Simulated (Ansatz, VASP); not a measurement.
**SnTe: VASP beside Ansatz**

```
Te Sn
1.0
     3.79767    0.00000    0.00000
     0.00000    3.79767    0.00000
     0.00000    0.00000    3.79767
Te Sn
1 1
Direct
  0.50000 0.50000 0.50000
  0.00000 0.00000 0.00000
```

Change from the starting cell: volume scaled by 0.92.

Alike in both runs: task single point; functional LDA; k mesh 7 × 7 × 7; occupations tetrahedron; no spin polarisation.

|  | VASP | Ansatz |
| --- | --- | --- |
| version | VASP 6.6.1 | Ansatz 0.2.0 |
| potentials or method | VASP PAW LDA potentials, release 64 (Te, Sn_d), cutoff 520 eV | all-electron LAPW, scalar-relativistic |

```csv
,VASP,Ansatz,Ansatz less VASP
gap on the k mesh at the Fermi level (eV),none,none,-
pressure (GPa),-0.3,-0.3,-0.02
```

LDA's correlation is that of Perdew and Zunger in VASP and of Perdew and Wang (1992) in Ansatz. A gap of «none» marks a metal or a gap that the smearing closes. Ansatz ran all-electron here, and VASP with PAW potentials.

Neither program's run includes spin-orbit coupling.
